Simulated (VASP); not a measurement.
# Ag in VASP: further runs, part 2 of 2

VASP 6.6.1. Earlier steps stand in the parts before.

### Step 3. Electric field gradients, PBE (volume scaled by 0.9405)

INCAR reads:

```
  PREC = Accurate
  ENCUT = 520
  EDIFF = 1E-8
  ISMEAR = -1
  SIGMA = 0.05
  LREAL = False
  LASPH = True
  NELM = 60
  ALGO = Normal
  ISIF = 2
  LWAVE = False
  LCHARG = False
  GGA = PE
  LEFG = True
  NBANDS = 12
```

KPOINTS reads:

```
Automatic mesh
0
Gamma
  15 15 15
```

POSCAR reads:

```
Ag
1.0
    0.0000000000      2.0017471726      2.0017471726
    2.0017471726      0.0000000000      2.0017471726
    2.0017471726      2.0017471726      0.0000000000
Ag
1
Direct
    0.0000000000      0.0000000000      0.0000000000
```

Potentials or basis: VASP PAW PBE potentials, release 64 (Ag).

Run with:

```
$ cat potpaw_PBE.64/Ag/POTCAR > POTCAR
$ mpirun -np 1 vasp_std > vasp.out
```

OUTCAR:

```text
PREC = Accurate
   ENCUT = 520
   EDIFF = 1E-8
   ISMEAR = -1
   LREAL = False
   LASPH = True
   NELM = 60
   ISIF = 2
   GGA = PE

 ion  position               nearest neighbor table
   1  0.000  0.000  0.000-

  LATTYP: Found a face centered cubic cell.
 ALAT       =     4.0034943452

  Lattice vectors:

 A1 = (   0.0000000000,   2.0017471726,   2.0017471726)
 A2 = (   2.0017471726,   0.0000000000,   2.0017471726)
 A3 = (   2.0017471726,   2.0017471726,   0.0000000000)

Analysis of symmetry for initial positions (statically):
=====================================================================
 Subroutine PRICEL returns:
 Original cell was already a primitive cell.

 Routine SETGRP: Setting up the symmetry group for a
 face centered cubic supercell.

 Subroutine GETGRP returns: Found 48 space group operations
 (whereof 48 operations were pure point group operations)
 out of a pool of 48 trial point group operations.

The static configuration has the point symmetry O_h .

Analysis of symmetry for dynamics (positions and initial velocities):
=====================================================================
 Subroutine PRICEL returns:
 Original cell was already a primitive cell.

 Routine SETGRP: Setting up the symmetry group for a
 face centered cubic supercell.

 Subroutine GETGRP returns: Found 48 space group operations
 (whereof 48 operations were pure point group operations)
 out of a pool of 48 trial point group operations.

The dynamic configuration has the point symmetry O_h .

 Subroutine INISYM returns: Found 48 space group operations
[... 152 lines left out ...]
      1       1.0793      2.00000
      2       4.2632      2.00000
      3       4.2632      2.00000
      4       4.2632      2.00000
      5       5.4144      2.00000
      6       5.4144      2.00000
      7      25.4507      0.00000
      8      29.3918      0.00000
      9      29.3918      0.00000
     10      29.3918      0.00000
     11      34.3585      0.00000
     12      35.9282      0.00000
[... 331 lines left out ...]
 k-point    24 :       0.2000    0.1333    0.0000
  band No.  band energies     occupation
      1       2.2690      2.00000
      2       3.8220      2.00000
      3       4.6577      2.00000
      4       4.6964      2.00000
      5       5.1323      2.00000
      6       5.6246      2.00000
      7      24.9046      0.00000
      8      26.3219      0.00000
      9      27.0485      0.00000
     10      28.3890      0.00000
     11      32.6371      0.00000
     12      35.3194      0.00000

 [... further k-points ...]
[... 5 lines left out ...]
  --------------------------------------------------------------------------------------
  -------------------------------------------------------------------------------------
  Total        1.2789988      1.2789988      1.2789988     -0.0000000     -0.0000000      0.0000000
  in kB      127.7388621    127.7388621    127.7388621     -0.0000000     -0.0000000      0.0000000
  external PRESSURE =     127.7388621 kB  Pullay stress =       0.0000000 kB

 VOLUME and BASIS-vectors are now :
 -----------------------------------------------------------------------------
  energy-cutoff  :      520.00
  volume of cell :       16.04
      direct lattice vectors                 reciprocal lattice vectors
     0.000000000  2.001747173  2.001747173    -0.249781794  0.249781794  0.249781794
     2.001747173  0.000000000  2.001747173     0.249781794 -0.249781794  0.249781794
     2.001747173  2.001747173  0.000000000     0.249781794  0.249781794 -0.249781794

 POSITION                                       TOTAL-FORCE (eV/Angst)
 -----------------------------------------------------------------------------------
      0.00000      0.00000      0.00000         0.000000     -0.000000     -0.000000
 -----------------------------------------------------------------------------------
    total drift:                               -0.000000     -0.000000     -0.000000

  FREE ENERGIE OF THE ION-ELECTRON SYSTEM (eV)
  ---------------------------------------------------
  free  energy   TOTEN  =        -2.6517283241 eV

  energy  without entropy=       -2.6483879281  energy(sigma->0) =       -2.65005813

 Electric field gradients (V/A^2)
---------------------------------------------------------------------
 ion       V_xx      V_yy      V_zz      V_xy      V_xz      V_yz
---------------------------------------------------------------------
   1       0.000     0.000    -0.000     0.000     0.000     0.000
---------------------------------------------------------------------

 Electric field gradients after diagonalization (V/A^2)
 (convention: |V_zz| > |V_xx| > |V_yy|)
----------------------------------------------------------------------
 ion       V_xx      V_yy      V_zz     asymmetry (V_yy - V_xx)/ V_zz
----------------------------------------------------------------------
   1      -0.000    -0.000     0.000       0.000
----------------------------------------------------------------------

           NMR quadrupolar parameters

 Cq : quadrupolar parameter    Cq=e*Q*V_zz/h
 eta: asymmetry parameters     (V_yy - V_xx)/ V_zz
 Q  : nuclear electric quadrupole moment in mb (millibarn)
----------------------------------------------------------------------
 ion       Cq(MHz)       eta       Q (mb)
----------------------------------------------------------------------
   1       0.000       0.000       1.000
----------------------------------------------------------------------
```

Wall time 11 s (1 thread of Intel Xeon Platinum 8488C (Sapphire Rapids), shared host); peak memory 0.15 GiB.

Results:

| Item | Value |
| --- | --- |
| Free energy | -2.6517 eV |
| Pressure | 12.8 GPa |

Levels at points of the mesh, in eV from the Fermi level:
```csv
k point,band 4,band 5,band 6,band 7,band 8,band 9
"(0.00, 0.00, 0.00)",-5.22,-4.07,-4.07,15.96,19.91,19.91
```

Caveat: without QUAD_EFG the Cq values of the log hold for a quadrupole moment of 1 mb, not for the nuclei.

### Step 4. Electric field gradients, PBE (volume scaled by 0.97)

INCAR reads:

```
PREC = Accurate
ENCUT = 520
EDIFF = 1E-8
ISMEAR = -1
SIGMA = 0.05
LREAL = F
LASPH = T
NELM = 60
ALGO = Normal
ISIF = 2
LWAVE = F
LCHARG = F
GGA = PE
LEFG = T
NBANDS = 12
```

KPOINTS reads:

```
regular mesh
0
Gamma
  15 15 15
```

POSCAR reads:

```
Ag
1.0
    0.0000000000      2.0224612152      2.0224612152
    2.0224612152      0.0000000000      2.0224612152
    2.0224612152      2.0224612152      0.0000000000
Ag
1
Direct
    0.0000000000      0.0000000000      0.0000000000
```

Potentials or basis: VASP PAW PBE potentials, release 64 (Ag).

Run with:

```
$ cat potpaw_PBE.64/Ag/POTCAR > POTCAR
$ mpirun -np 1 vasp_std > vasp.out
```

OUTCAR:

```text
PREC = Accurate
   ENCUT = 520
   EDIFF = 1E-8
   ISMEAR = -1
   LREAL = F
   LASPH = T
   NELM = 60
   ISIF = 2
   GGA = PE

 ion  position               nearest neighbor table
   1  0.000  0.000  0.000-

  LATTYP: Found a face centered cubic cell.
 ALAT       =     4.0449224304

  Lattice vectors:

 A1 = (   0.0000000000,   2.0224612152,   2.0224612152)
 A2 = (   2.0224612152,   0.0000000000,   2.0224612152)
 A3 = (   2.0224612152,   2.0224612152,   0.0000000000)

Analysis of symmetry for initial positions (statically):
=====================================================================
 Subroutine PRICEL returns:
 Original cell was already a primitive cell.

 Routine SETGRP: Setting up the symmetry group for a
 face centered cubic supercell.

 Subroutine GETGRP returns: Found 48 space group operations
[... 540 lines left out ...]
  external PRESSURE =      82.2377253 kB  Pullay stress =       0.0000000 kB

 VOLUME and BASIS-vectors are now :
 -----------------------------------------------------------------------------
  energy-cutoff  :      520.00
  volume of cell :       16.55
      direct lattice vectors                 reciprocal lattice vectors
     0.000000000  2.022461215  2.022461215    -0.247223530  0.247223530  0.247223530
     2.022461215  0.000000000  2.022461215     0.247223530 -0.247223530  0.247223530
     2.022461215  2.022461215  0.000000000     0.247223530  0.247223530 -0.247223530

 POSITION                                       TOTAL-FORCE (eV/Angst)
 -----------------------------------------------------------------------------------
      0.00000      0.00000      0.00000         0.000000      0.000000      0.000000
 -----------------------------------------------------------------------------------
    total drift:                               -0.000000      0.000000     -0.000000

  FREE ENERGIE OF THE ION-ELECTRON SYSTEM (eV)
  ---------------------------------------------------
  free  energy   TOTEN  =        -2.6847618978 eV

  energy  without entropy=       -2.6813507484  energy(sigma->0) =       -2.68305632

 Electric field gradients (V/A^2)
---------------------------------------------------------------------
 ion       V_xx      V_yy      V_zz      V_xy      V_xz      V_yz
---------------------------------------------------------------------
   1      -0.000     0.000     0.000     0.000     0.000     0.000
---------------------------------------------------------------------

 Electric field gradients after diagonalization (V/A^2)
 (convention: |V_zz| > |V_xx| > |V_yy|)
----------------------------------------------------------------------
 ion       V_xx      V_yy      V_zz     asymmetry (V_yy - V_xx)/ V_zz
----------------------------------------------------------------------
   1      -0.000    -0.000     0.001       0.000
----------------------------------------------------------------------

           NMR quadrupolar parameters

 Cq : quadrupolar parameter    Cq=e*Q*V_zz/h
 eta: asymmetry parameters     (V_yy - V_xx)/ V_zz
 Q  : nuclear electric quadrupole moment in mb (millibarn)
----------------------------------------------------------------------
 ion       Cq(MHz)       eta       Q (mb)
----------------------------------------------------------------------
   1       0.000       0.000       1.000
----------------------------------------------------------------------
```

OSZICAR:

```text
N       E                     dE             d eps       ncg     rms          rms(c)
DAV:   1     0.521075877361E+02    0.52108E+02   -0.55055E+03  2904   0.832E+02
DAV:   2    -0.213257715789E+01   -0.54240E+02   -0.51356E+02  3348   0.196E+02
DAV:   3    -0.295009359493E+01   -0.81752E+00   -0.81706E+00  3388   0.253E+01
DAV:   4    -0.295250000233E+01   -0.24064E-02   -0.24063E-02  3344   0.144E+00
DAV:   5    -0.295251808891E+01   -0.18087E-04   -0.18086E-04  3412   0.112E-01    0.568E+00
DAV:   6    -0.269778281819E+01    0.25474E+00   -0.96321E-01  3184   0.887E+00    0.362E+00
DAV:   7    -0.268802543351E+01    0.97574E-02   -0.12532E-02  3332   0.105E+00    0.200E+00
DAV:   8    -0.268475146068E+01    0.32740E-02   -0.70142E-04  3280   0.192E-01    0.103E-01
DAV:   9    -0.268475714799E+01   -0.56873E-05   -0.82399E-06  3340   0.220E-02    0.267E-02
DAV:  10    -0.268476248650E+01   -0.53385E-05   -0.39052E-06  3336   0.183E-02    0.673E-03
DAV:  11    -0.268476195397E+01    0.53254E-06   -0.97217E-08  3384   0.256E-03    0.679E-04
DAV:  12    -0.268476189983E+01    0.54134E-07   -0.35282E-09  2232   0.532E-04    0.429E-05
DAV:  13    -0.268476189783E+01    0.20054E-08   -0.10268E-10  1724   0.103E-04
   1 F= -.26847619E+01 E0= -.26830563E+01  d E =-.341115E-02
```

stdout:

```text
POSCAR found type information on POSCAR Ag
 POSCAR found :  1 types and       1 ions
 scaLAPACK will be used
 LDA part: xc-table for (Slater+PW92), standard interpolation
 POSCAR, INCAR and KPOINTS ok, starting setup
 FFT: planning ... GRIDC
 FFT: planning ... GRID_SOFT
 FFT: planning ... GRID
 WAVECAR not read
 entering main loop
ion   1
```

Wall time 12 s (1 thread of Intel Xeon Platinum 8488C (Sapphire Rapids), shared host); peak memory 0.15 GiB.

What came out:

```yaml
Free_energy: -2.6848 eV
Pressure: 8.2 GPa
```

Levels at points of the mesh, in eV from the Fermi level:
| k point | band 2 | band 3 | band 4 | band 5 | band 6 | band 7 | band 8 | band 9 | band 10 | band 11 |
| --- | --- | --- | --- | --- | --- | --- | --- | --- | --- | --- |
| (0.00, 0.00, 0.00) | -5.09 | -5.09 | -5.09 | -4.00 | -4.00 | 15.92 | 19.68 | 19.68 | 19.68 | 24.57 |

Caveat: without QUAD_EFG the Cq values of the log hold for a quadrupole moment of 1 mb, not for the nuclei.

### Step 5. Electric field gradients, PBE (volume scaled by 1.06)

INCAR reads:

```
SYSTEM = Ag
PREC = Accurate ; ENCUT = 520
EDIFF = 1E-8 ; ISMEAR = -1
SIGMA = 0.05 ; LREAL = .FALSE.
LASPH = .TRUE. ; NELM = 60
ALGO = Normal ; ISIF = 2
LWAVE = .FALSE. ; LCHARG = .FALSE.
GGA = PE ; LEFG = .TRUE.
NBANDS = 12
```

KPOINTS reads:

```
Automatic mesh
0
G
  15 15 15
  0 0 0
```

POSCAR reads:

```
Ag
1.0
    0.0000000000      2.0831709575      2.0831709575
    2.0831709575      0.0000000000      2.0831709575
    2.0831709575      2.0831709575      0.0000000000
Ag
1
Direct
    0.0000000000      0.0000000000      0.0000000000
```

Potentials or basis: VASP PAW PBE potentials, release 64 (Ag).

Run with:

```
$ cat potpaw_PBE.64/Ag/POTCAR > POTCAR
$ mpirun -np 1 vasp_std > vasp.out
```

OUTCAR:

```text
SYSTEM = Ag
   PREC = Accurate
   ENCUT = 520
   EDIFF = 1E-8
   ISMEAR = -1
   LREAL = .FALSE.
   LASPH = .TRUE.
   NELM = 60
   ISIF = 2
   GGA = PE

 ion  position               nearest neighbor table
   1  0.000  0.000  0.000-

  LATTYP: Found a face centered cubic cell.
 ALAT       =     4.1663419150

  Lattice vectors:

 A1 = (   0.0000000000,   2.0831709575,   2.0831709575)
 A2 = (   2.0831709575,   0.0000000000,   2.0831709575)
 A3 = (   2.0831709575,   2.0831709575,   0.0000000000)

Analysis of symmetry for initial positions (statically):
=====================================================================
 Subroutine PRICEL returns:
 Original cell was already a primitive cell.

 Routine SETGRP: Setting up the symmetry group for a
 face centered cubic supercell.

[... 541 lines left out ...]
  external PRESSURE =     -13.0729335 kB  Pullay stress =       0.0000000 kB

 VOLUME and BASIS-vectors are now :
 -----------------------------------------------------------------------------
  energy-cutoff  :      520.00
  volume of cell :       18.08
      direct lattice vectors                 reciprocal lattice vectors
     0.000000000  2.083170958  2.083170958    -0.240018707  0.240018707  0.240018707
     2.083170958  0.000000000  2.083170958     0.240018707 -0.240018707  0.240018707
     2.083170958  2.083170958  0.000000000     0.240018707  0.240018707 -0.240018707

 POSITION                                       TOTAL-FORCE (eV/Angst)
 -----------------------------------------------------------------------------------
      0.00000      0.00000      0.00000         0.000000      0.000000      0.000000
 -----------------------------------------------------------------------------------
    total drift:                               -0.000000      0.000000      0.000000

  FREE ENERGIE OF THE ION-ELECTRON SYSTEM (eV)
  ---------------------------------------------------
  free  energy   TOTEN  =        -2.7141702818 eV

  energy  without entropy=       -2.7103156267  energy(sigma->0) =       -2.71224295

 Electric field gradients (V/A^2)
---------------------------------------------------------------------
 ion       V_xx      V_yy      V_zz      V_xy      V_xz      V_yz
---------------------------------------------------------------------
   1      -0.000     0.000     0.000     0.000     0.000     0.000
---------------------------------------------------------------------

 Electric field gradients after diagonalization (V/A^2)
 (convention: |V_zz| > |V_xx| > |V_yy|)
----------------------------------------------------------------------
 ion       V_xx      V_yy      V_zz     asymmetry (V_yy - V_xx)/ V_zz
----------------------------------------------------------------------
   1      -0.000    -0.000     0.001       0.000
----------------------------------------------------------------------

           NMR quadrupolar parameters

 Cq : quadrupolar parameter    Cq=e*Q*V_zz/h
 eta: asymmetry parameters     (V_yy - V_xx)/ V_zz
 Q  : nuclear electric quadrupole moment in mb (millibarn)
----------------------------------------------------------------------
 ion       Cq(MHz)       eta       Q (mb)
----------------------------------------------------------------------
   1       0.000       0.000       1.000
----------------------------------------------------------------------
```

stdout:

```text
POSCAR found type information on POSCAR Ag
 POSCAR found :  1 types and       1 ions
 scaLAPACK will be used
 LDA part: xc-table for (Slater+PW92), standard interpolation
 POSCAR, INCAR and KPOINTS ok, starting setup
 FFT: planning ... GRIDC
 FFT: planning ... GRID_SOFT
 FFT: planning ... GRID
 WAVECAR not read
 entering main loop
ion   1
```

Run time: 11 s. Hardware: 1 thread of Intel Xeon Platinum 8488C (Sapphire Rapids), shared host; peak memory 0.15 GiB.

What came out:

```yaml
Free_energy: -2.7142 eV
Pressure: -1.3 GPa
```

Levels at points of the mesh, in eV from the Fermi level:
| k point | band 4 | band 5 | band 6 | band 7 | band 8 | band 9 |
| --- | --- | --- | --- | --- | --- | --- |
| (0.00, 0.00, 0.00) | -4.73 | -3.80 | -3.80 | 15.76 | 18.99 | 18.99 |

Caveat: without QUAD_EFG the Cq values of the log hold for a quadrupole moment of 1 mb, not for the nuclei.

### Step 6. The runs side by side

| cell | gap on the mesh (eV) | pressure (GPa) |
| --- | --- | --- |
| a = 2.904 Å, angles 59.3°, 1 atom | none | 4.4 |
| a = 2.831 Å, angles 60.0°, 1 atom | none | 12.8 |
| a = 2.860 Å, angles 60.0°, 1 atom | none | 8.2 |
| a = 2.946 Å, angles 60.0°, 1 atom | none | -1.3 |

Alike in all rows: task electric field gradients; level PBE; potentials or basis VASP PAW PBE potentials, release 64 (Ag); no spin polarisation; k mesh 15 × 15 × 15; cutoff (eV) 520; smearing fermi-dirac 0.05 eV.

Total energies depend on the potentials used, so only differences within one code and one set of settings carry meaning.
